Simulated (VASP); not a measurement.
Write the native input for VASP 6.6.1 that does the following.

```
Task                   : relaxation of the atoms
Functional             : PBEsol
Potentials or basis    : VASP PAW PBE potentials, release 64 (Mg, O)
Cutoff                 : 520 eV
k mesh                 : 6 × 6 × 6
Occupations            : gaussian, width 0.02 eV
Spin                   : no spin polarisation
Dipole correction      : no
Further INCAR settings : ALGO = Normal; EDIFF = 1e-06; IBRION = 2; EDIFFG = -0.01; NSW = 50
```

The structure of MgO2 lies in POSCAR:

```
MgO2
1.0
    4.7919301282      0.0000000000      0.0000000000
    0.0000000000      4.7919301282      0.0000000000
    0.0000000000      0.0000000000      4.7919301282
Mg O
4 8
Direct
    0.0000000000      0.5000000000      0.5000000000
    0.5000000000      0.5000000000      0.0000000000
    0.5000000000      0.0000000000      0.5000000000
    0.0000000000      0.0000000000      0.0000000000
    0.4116319358      0.0883680642      0.9116319358
    0.0883680642      0.9116319358      0.4116319358
    0.9116319358      0.4116319358      0.0883680642
    0.5883680642      0.5883680642      0.5883680642
    0.4116319358      0.4116319358      0.4116319358
    0.0883680642      0.5883680642      0.9116319358
    0.9116319358      0.0883680642      0.5883680642
    0.5883680642      0.9116319358      0.0883680642
```

The input as run:

INCAR

```
SYSTEM = MgO2
PREC     = Accurate       ! precision mode
ENCUT    = 520            ! plane-wave cutoff, eV
EDIFF    = 1E-6           ! SCF threshold, eV
ISMEAR   = 0              ! smearing method
SIGMA    = 0.02           ! smearing width, eV
LREAL    = .False.        ! projectors in reciprocal space
LASPH    = .True.         ! aspherical terms in the spheres
NELM     = 80             ! most SCF steps
ALGO     = Normal         ! electronic algorithm
ISIF     = 2              ! what is computed and relaxed
LWAVE    = .False.        ! write WAVECAR
LCHARG   = .False.        ! write CHGCAR
GGA      = PS             ! functional
IBRION   = 2              ! ionic algorithm
NSW      = 50             ! ionic steps
EDIFFG   = -0.01          ! ionic threshold
```

KPOINTS

```
regular mesh
0
Gamma
  6 6 6
  0 0 0
```

Potentials or basis: VASP PAW PBE potentials, release 64 (Mg, O).

The run is started by

```bash
$ cat potpaw_PBE.64/Mg/POTCAR potpaw_PBE.64/O/POTCAR > POTCAR
$ mpirun -np 1 vasp_std > vasp.out
```

It gave:

| Item | Value |
| --- | --- |
| Energy gained by relaxing | 1.2 meV/atom |
| Ionic steps | 3 |
| Pressure after relaxing | 4.0 GPa |
| Band gap on the k mesh | 3.99 eV (least direct gap 4.12 eV) |

Caveat: the PAW data sets were made with another functional, which shifts forces and pressure a little.

It took 4.1 min on 1 thread of Oxide Virtual Turin-like Processor, on a shared host, peak memory 0.21 GiB.
